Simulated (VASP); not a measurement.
# SnTe (Fm-3m) in VASP: notebook

Aim: see how the results for SnTe move with the level of theory and the settings. Levels: r2SCAN, PBE. Tasks: relaxation of cell and atoms, single point.

Program: VASP 6.6.1. These are calculated values, not measurements. Logs are shortened: lines on timing, memory, paths and dates and some standing lists are left out, and cuts for length are marked.

**1. The cell of the first run**

It takes space group Fm-3m (No. 225, cubic). The conventional cell has a = 6.411 Å, b = 6.411 Å, c = 6.411 Å, α = 90.00°, β = 90.00°, γ = 90.00°. Sn (site symmetry m-3m) has 6 Te at 3.21 Å within 4.2 Å. Te (site symmetry m-3m) has 6 Sn at 3.21 Å within 4.2 Å.

**2. Relaxation of cell and atoms, r2SCAN**

File POSCAR:

```
SnTe
1.0
    0.0000000000      3.2053449693      3.2053449693
    3.2053449693      0.0000000000      3.2053449693
    3.2053449693      3.2053449693      0.0000000000
Sn Te
1 1
Direct
    0.0000000000      0.0000000000      0.0000000000
    0.5000000000      0.5000000000      0.5000000000
```

File INCAR.step1:

```
PREC = Accurate ; ENCUT = 600
ISMEAR = -1 ; SIGMA = 0.02
LREAL = F ; LASPH = T
NELM = 100 ; GGA = PE
ALGO = Normal ; EDIFF = 1E-4
LWAVE = T ; LCHARG = F
```

File INCAR.step2:

```
PREC = Accurate ; ENCUT = 600
EDIFF = 1E-6 ; ISMEAR = -1
SIGMA = 0.02 ; LREAL = F
LASPH = T ; NELM = 100
ALGO = Normal ; ISIF = 3
LWAVE = F ; LCHARG = F
METAGGA = R2SCAN ; LMIXTAU = T
IBRION = 2 ; NSW = 80
EDIFFG = -0.005 ; ISTART = 1
```

File KPOINTS:

```
regular mesh
0
Gamma
  6 6 6
```

Potentials or basis: VASP PAW PBE potentials, release 64 (Sn_d, Te).

Run with:

```sh
$ cat potpaw_PBE.64/Sn_d/POTCAR potpaw_PBE.64/Te/POTCAR > POTCAR
$ cp INCAR.step1 INCAR
$ mpirun -np 1 vasp_std > vasp.out
$ cp INCAR.step2 INCAR
$ mpirun -np 1 vasp_std > vasp.out
```

OUTCAR:

```text
PREC = Accurate
   ENCUT = 600
   EDIFF = 1E-6
   ISMEAR = -1
   LREAL = F
   LASPH = T
   NELM = 100
   ISIF = 3
   METAGGA = R2SCAN
   IBRION = 2
   NSW = 80
   EDIFFG = -0.005
   ISTART = 1

 ion  position               nearest neighbor table
   1  0.000  0.000  0.000-   2 3.21   2 3.21   2 3.21   2 3.21   2 3.21   2 3.21
   2  0.500  0.500  0.500-   1 3.21   1 3.21   1 3.21   1 3.21   1 3.21   1 3.21

  LATTYP: Found a face centered cubic cell.
 ALAT       =     6.4106899386

  Lattice vectors:

 A1 = (   0.0000000000,   3.2053449693,   3.2053449693)
 A2 = (   3.2053449693,   0.0000000000,   3.2053449693)
 A3 = (   3.2053449693,   3.2053449693,   0.0000000000)

Analysis of symmetry for initial positions (statically):
=====================================================================
 Subroutine PRICEL returns:
 Original cell was already a primitive cell.

 Routine SETGRP: Setting up the symmetry group for a
 face centered cubic supercell.

 Subroutine GETGRP returns: Found 48 space group operations
 (whereof 48 operations were pure point group operations)
 out of a pool of 48 trial point group operations.

The static configuration has the point symmetry O_h .

Analysis of symmetry for dynamics (positions and initial velocities):
=====================================================================
 Subroutine PRICEL returns:
 Original cell was already a primitive cell.

 Routine SETGRP: Setting up the symmetry group for a
 face centered cubic supercell.

 Subroutine GETGRP returns: Found 48 space group operations
 (whereof 48 operations were pure point group operations)
 out of a pool of 48 trial point group operations.

The dynamic configuration has the point symmetry O_h .

 Subroutine INISYM returns: Found 48 space group operations
 (whereof 48 operations are pure point group operations),
 and found     1 'primitive' translations

----------------------------------------------------------------------------------------

                                     Primitive cell

  volume of cell :      65.8649

  direct lattice vectors                    reciprocal lattice vectors
     0.000000000  3.205344969  3.205344969    -0.155989450  0.155989450  0.155989450
     3.205344969  0.000000000  3.205344969     0.155989450 -0.155989450  0.155989450
     3.205344969  3.205344969  0.000000000     0.155989450  0.155989450 -0.155989450

  length of vectors
     4.533042328  4.533042328  4.533042328     0.270181653  0.270181653  0.270181653

  position of ions in fractional coordinates (direct lattice)
     0.000000000  0.000000000  0.000000000
     0.500000000  0.500000000  0.500000000

  ion indices of the primitive-cell ions
   primitive index   ion index
                 1           1
                 2           2

----------------------------------------------------------------------------------------

 KPOINTS: regular mesh

Automatic generation of k-mesh.
 Grid dimensions read from file:
 generate k-points for:    6    6    6

 Generating k-lattice:

  Cartesian coordinates                     Fractional coordinates (reciprocal lattice)
    -0.025998242  0.025998242  0.025998242     0.166666667  0.000000000  0.000000000
     0.025998242 -0.025998242  0.025998242     0.000000000  0.166666667  0.000000000
     0.025998242  0.025998242 -0.025998242     0.000000000  0.000000000  0.166666667

  Length of vectors
     0.045030276  0.045030276  0.045030276

  Shift w.r.t. Gamma in fractional coordinates (k-lattice)
     0.000000000  0.000000000  0.000000000

 Subroutine IBZKPT returns following result:
 ===========================================

 Found     16 irreducible k-points:

 Following reciprocal coordinates:
            Coordinates               Weight
  0.000000  0.000000  0.000000      1.000000
  0.166667  0.000000  0.000000      8.000000
  0.333333  0.000000  0.000000      8.000000
  0.500000  0.000000  0.000000      4.000000
  0.166667  0.166667  0.000000      6.000000
  0.333333  0.166667  0.000000     24.000000
[... 8 lines left out ...]
 -0.333333  0.333333  0.166667     24.000000
 -0.333333  0.500000  0.166667     12.000000
   k-points           NKPTS =     16   k-points in BZ     NKDIM =     16   number of bands    NBANDS=     14
   number of dos      NEDOS =    301   number of ions     NIONS =      2
   total plane-waves  NPLWV =  46656
   dimension x,y,z NGX =    36 NGY =   36 NGZ =   36
   dimension x,y,z NGXF=    72 NGYF=   72 NGZF=   72
   ions per type =               1   1
   NGX,Y,Z   is equivalent  to a cutoff of  13.20, 13.20, 13.20 a.u.
   NGXF,Y,Z  is equivalent  to a cutoff of  26.41, 26.41, 26.41 a.u.
 SYSTEM =  unknown system
   PREC   = accura    normal or accurate (medium, high low for compatibility)
   ISTART =      1    job   : 0-new  1-cont  2-samecut
   ICHARG =      0    charge: 1-file 2-atom 10-const
   ISPIN  =      1    spin polarized calculation?
   LNONCOLLINEAR =      F non collinear calculations
   LSORBIT =      F    spin-orbit coupling
   LASPH  =      T    aspherical Exc in radial PAW
   ENCUT  =  600.0 eV  44.10 Ry    6.64 a.u.   9.05  9.05  9.05*2*pi/ulx,y,z
   NELM   =    100;   NELMIN=  2; NELMDL=  0     # of ELM steps
   EDIFF  = 0.1E-05   stopping-criterion for ELM
   LREAL  =      F    real-space projection
   EDIFFG = -.5E-02   stopping-criterion for IOM
   NSW    =     80    number of steps for IOM
   IBRION =      2    ionic relax: 0-MD 1-quasi-New 2-CG
   NFREE  =      1    steps in history (QN), initial steepest desc. (CG)
   ISIF   =      3    stress and relaxation
   ISYM   =      2    0-nonsym 1-usesym 2-fastsym
   POTIM  = 0.5000    time-step for ionic-motion
   TEBEG  =    0.0;   TEEND  =   0.0 temperature during run
   PSTRESS=    0.0 pullay stress
   NELECT =      20.0000    total number of electrons
   NUPDOWN=      -1.0000    fix difference up-down
   EMIN   =  10.00;   EMAX   =-10.00  energy-range for DOS
   EFERMI =   0.00;   METHOD = LEGACY
   ISMEAR =    -1;   SIGMA  =   0.02  broadening in eV -4-tet -1-fermi 0-gaus
   EFERMI_NEDOS =   21; number of points for ismear=-14 and -15
   IALGO  =     38    algorithm
   IMIX   =      4    mixing-type and parameters
     AMIX     =   0.40;   BMIX     =  1.00
     AMIX_MAG =   1.60;   BMIX_MAG =  1.00
  volume/ion in A,a.u.               =      32.93       222.24
  Fermi-wavevector in a.u.,A,eV,Ry     =   1.100356  2.079372 16.473720  1.210784
  Thomas-Fermi vector in A             =   2.236766
   LORBIT       =      0    0 simple, 1 ext, 2 COOP (PROOUT), +10 PAW based schemes
   METAGGA = R2SCAN    functional components
   LHFCALC =     F    Hartree Fock is set to
   AEXX    =    0.0000 exact exchange contribution
   IVDW    =     0    specifies the selected vdW correction
   LEPSILON=     F    determine dielectric tensor
   LRPA    =     F    only Hartree local field effects (RPA)
 conjugate gradient relaxation of ions
 non-spin polarized calculation
  energy-cutoff  :      600.00
  volume of cell :       65.86
 maximum number of plane-waves:      2215
   NGX = 19   NGY = 19   NGZ = 19

--------------------------------------- Ionic step        1  -------------------------------------------

 number of electron      20.0000005 magnetization

 Free energy of the ion-electron system (eV)
  ---------------------------------------------------
  ext. energy  EPLUGINS =         0.00000000
  ---------------------------------------------------
  free energy    TOTEN  =       -50.68360617 eV

  energy without entropy =      -50.68352973  energy(sigma->0) =      -50.68356795

------------------------ aborting loop because EDIFF is reached ----------------------------------------

  FORCE on cell =-STRESS in cart. coord.  units (eV):
  Direction    XX          YY          ZZ          XY          YZ          ZX
  --------------------------------------------------------------------------------------
  -------------------------------------------------------------------------------------
  Total       -0.2607931     -0.2607931     -0.2607931     -0.0000000      0.0000000      0.0000000
  in kB       -6.3438411     -6.3438411     -6.3438411     -0.0000000      0.0000000      0.0000000
  external PRESSURE =      -6.3438411 kB  Pullay stress =       0.0000000 kB

 VOLUME and BASIS-vectors are now :
 -----------------------------------------------------------------------------
  energy-cutoff  :      600.00
  volume of cell :       65.86
      direct lattice vectors                 reciprocal lattice vectors
     0.000000000  3.205344969  3.205344969    -0.155989450  0.155989450  0.155989450
     3.205344969  0.000000000  3.205344969     0.155989450 -0.155989450  0.155989450
     3.205344969  3.205344969  0.000000000     0.155989450  0.155989450 -0.155989450

 POSITION                                       TOTAL-FORCE (eV/Angst)
 -----------------------------------------------------------------------------------
      0.00000      0.00000      0.00000        -0.000000      0.000000     -0.000000
      3.20534      3.20534      3.20534         0.000000      0.000000      0.000000
 -----------------------------------------------------------------------------------
    total drift:                               -0.000000      0.000000      0.000000

  FREE ENERGIE OF THE ION-ELECTRON SYSTEM (eV)
  ---------------------------------------------------
  free  energy   TOTEN  =       -50.6836061671 eV
[... 17 lines left out ...]
 VOLUME and BASIS-vectors are now :
 -----------------------------------------------------------------------------
  energy-cutoff  :      600.00
  volume of cell :       64.63
      direct lattice vectors                 reciprocal lattice vectors
    -0.000000000  3.185181186  3.185181186    -0.156976941  0.156976941  0.156976941
     3.185181186  0.000000000  3.185181186     0.156976941 -0.156976941  0.156976941
     3.185181186  3.185181186  0.000000000     0.156976941  0.156976941 -0.156976941

 POSITION                                       TOTAL-FORCE (eV/Angst)
 -----------------------------------------------------------------------------------
      3.18518      3.18518      6.37036        -0.000000      0.000000      0.000000
      3.18518      3.18518      3.18518         0.000000     -0.000000     -0.000000
 -----------------------------------------------------------------------------------
    total drift:                                0.000000      0.000000      0.000000

  FREE ENERGIE OF THE ION-ELECTRON SYSTEM (eV)
  ---------------------------------------------------
  free  energy   TOTEN  =       -50.6854336094 eV

  energy  without entropy=      -50.6852049368  energy(sigma->0) =      -50.68531927

--------------------------------------- Ionic step        3  -------------------------------------------

 number of electron      20.0000002 magnetization

 Free energy of the ion-electron system (eV)
  ---------------------------------------------------
  ext. energy  EPLUGINS =         0.00000000
  ---------------------------------------------------
  free energy    TOTEN  =       -50.68558526 eV

  energy without entropy =      -50.68540477  energy(sigma->0) =      -50.68549501

 E-fermi :   6.6266     XC(G=0):  -9.8921

 val. band max:        6.5544374344   @ k =   0.5000   0.0000   0.0000
 cond. band min:       6.6988227593   @ k =   0.5000   0.0000   0.0000
 fundamental gap:      0.1443853248
 Fermi energy:         6.6266290944

 k-point     1 :       0.0000    0.0000    0.0000
  band No.  band energies     occupation
      1     -16.1907      2.00000
      2     -16.1907      2.00000
      3     -16.1821      2.00000
      4     -16.1821      2.00000
      5     -16.1821      2.00000
      6      -6.6567      2.00000
      7       1.6706      2.00000
      8       4.1809      2.00000
      9       4.1809      2.00000
     10       4.1809      2.00000
     11       9.9179      0.00000
     12       9.9180      0.00000
     13       9.9180      0.00000
     14      11.5978      0.00000

 k-point     2 :       0.1667    0.0000    0.0000
  band No.  band energies     occupation
      1     -16.1918      2.00000
      2     -16.1918      2.00000
      3     -16.1817      2.00000
      4     -16.1808      2.00000
      5     -16.1808      2.00000
      6      -6.4253      2.00000
      7       0.5112      2.00000
      8       4.2316      2.00000
      9       4.2316      2.00000
     10       4.9969      2.00000
     11       8.8589      0.00000
     12       8.8589      0.00000
     13       8.9613      0.00000
     14      11.6052      0.00000
[... 249 lines left out ...]
 VOLUME and BASIS-vectors are now :
 -----------------------------------------------------------------------------
  energy-cutoff  :      600.00
  volume of cell :       64.89
      direct lattice vectors                 reciprocal lattice vectors
    -0.000000000  3.189476413  3.189476413    -0.156765542  0.156765542  0.156765542
     3.189476413  0.000000000  3.189476413     0.156765542 -0.156765542  0.156765542
     3.189476413  3.189476413  0.000000000     0.156765542  0.156765542 -0.156765542

 POSITION                                       TOTAL-FORCE (eV/Angst)
 -----------------------------------------------------------------------------------
      0.00000      0.00000      0.00000         0.000000     -0.000000     -0.000000
      3.18948      3.18948      3.18948        -0.000000      0.000000      0.000000
 -----------------------------------------------------------------------------------
    total drift:                               -0.000000      0.000000      0.000000

  FREE ENERGIE OF THE ION-ELECTRON SYSTEM (eV)
  ---------------------------------------------------
  free  energy   TOTEN  =       -50.6855852559 eV

  energy  without entropy=      -50.6854047670  energy(sigma->0) =      -50.68549501

 reached required accuracy - stopping structural energy minimisation
```

Wall time 2.1 min (1 thread of Intel Xeon Platinum 8375C at 2.90GHz (Ice Lake), shared host); peak memory 0.23 GiB.

What came out:

```
Free energy                           : -50.6856 eV
Relaxed volume                        : 32.45 Å³/atom
Relaxed cell                          : a = 4.511 Å, b = 4.511 Å, c = 4.511 Å, α = 60.00°, β = 60.00°, γ = 60.00°
Space group after relaxing (to 0.1 Å) : Fm-3m (No. 225)
Energy gained by relaxing             : 1.0 meV/atom
Ionic steps                           : 3
Pressure after relaxing               : 0.0 GPa
Band gap on the k mesh                : 0.14 eV
```

The path:
```csv
step,energy change (eV),largest force (eV/Å),pressure (GPa),volume (Å³)
1,0.0000,0.0000,-0.63,65.86
2,-0.0018,0.0000,0.19,64.63
3,-0.0020,0.0000,0.01,64.89
```

Final structure:
```
CELL_PARAMETERS angstrom
0.00000 3.18948 3.18948
3.18948 0.00000 3.18948
3.18948 3.18948 0.00000
ATOMIC_POSITIONS crystal
Sn 0.00000 0.00000 0.00000
Te 0.50000 0.50000 0.50000
```

Caveat: semilocal functionals underestimate gaps, and a narrow one can read as zero; the PAW data sets were made with another functional, which shifts forces and pressure a little; spin-orbit coupling is left out, which moves the levels of the heavy elements.

**3. Single point, PBE, non-collinear spin, zero start, spin-orbit coupling**

This run uses another cell than the first one, of 32.44 Å³/atom.

File INCAR:

```
SYSTEM = SnTe
PREC = Accurate
ENCUT = 520
EDIFF = 1E-6
ISMEAR = -1
SIGMA = 0.02
LREAL = .FALSE.
LASPH = .TRUE.
NELM = 150
ALGO = Normal
ISIF = 2
LWAVE = .FALSE.
LCHARG = .FALSE.
MAGMOM = 0 0 0 0 0 0
LORBIT = 11
LSORBIT = .TRUE.
GGA_COMPAT = .FALSE.
LORBMOM = .TRUE.
GGA = PE
NBANDS = 32
```

File KPOINTS:

```
Automatic mesh
0
G
  8 8 8
  0 0 0
```

File POSCAR:

```
SnTe
1.0
    0.0000000000      3.1893303349      3.1893303349
    3.1893303349      0.0000000000      3.1893303349
    3.1893303349      3.1893303349      0.0000000000
Sn Te
1 1
Direct
    0.0000000000      0.0000000000      0.0000000000
    0.5000000000      0.5000000000      0.5000000000
```

Potentials or basis: VASP PAW PBE potentials, release 64 (Sn_d, Te).

Run with:

```sh
$ cat potpaw_PBE.64/Sn_d/POTCAR potpaw_PBE.64/Te/POTCAR > POTCAR
$ mpirun -np 1 vasp_ncl > vasp.out
```

Run time: 2.4 min. Hardware: 1 thread of Intel Xeon Platinum 8375C at 2.90GHz (Ice Lake), shared host; peak memory 0.42 GiB.

The run converged. Its results:

```yaml
Free_energy: -7.7100 eV
Pressure: 0.6 GPa
Net_moment: 0.00 μB per cell
Valence_electrons_inside_the_program's_atomic_spheres: Sn 12.06; Te 3.37
```

Moments on the atoms (μB; x, y, z):
```
Sn  0.00 0.00 0.00
Te  0.00 0.00 0.00
```
